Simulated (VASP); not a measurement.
Here is a VASP 6.6.1 calculation.

POSCAR

```
AgBr
1.0
    0.0000000000      2.9492945664      2.9492945664
    2.9492945664      0.0000000000      2.9492945664
    2.9492945664      2.9492945664      0.0000000000
Ag Br
1 1
Direct
    0.0000000000      0.0000000000      0.0000000000
    0.5000000000      0.5000000000      0.5000000000
```

Contents of INCAR.step1:

```
SYSTEM = AgBr
ALGO = Normal
EDIFF = 1E-5
ENCUT = 550
GGA = PE
GGA_COMPAT = .FALSE.
ISMEAR = 0
LASPH = .TRUE.
LCHARG = .FALSE.
LREAL = .FALSE.
LWAVE = .TRUE.
NBANDS = 16
NELM = 120
PREC = Accurate
SIGMA = 0.02
```

Contents of INCAR.step2:

```
SYSTEM = AgBr
ALGO = Normal
EDIFF = 1E-6
ENCUT = 550
GGA_COMPAT = .FALSE.
ISIF = 2
ISMEAR = 0
ISTART = 1
LASPH = .TRUE.
LCHARG = .FALSE.
LMIXTAU = .TRUE.
LREAL = .FALSE.
LWAVE = .FALSE.
METAGGA = R2SCAN
NBANDS = 16
NELM = 120
PREC = Accurate
SIGMA = 0.02
```

KPOINTS

```
k-points
0
G
  8 8 8
  0 0 0
```

Potentials or basis: VASP PAW PBE potentials, release 64 (Ag, Br).

Launch:

```sh
$ cat potpaw_PBE.64/Ag/POTCAR potpaw_PBE.64/Br/POTCAR > POTCAR
$ cp INCAR.step1 INCAR
$ mpirun -np 1 vasp_std > vasp.out
$ cp INCAR.step2 INCAR
$ mpirun -np 1 vasp_std > vasp.out
```

Estimate the pressure.

-2.3 GPa.

Predict the band gap on the k mesh.

1.26 eV (least direct gap 2.99 eV).

Caveat: the PAW data sets were made with another functional, which shifts forces and pressure a little. r2SCAN opens gaps a little over a GGA but as a rule still falls short of measured ones.
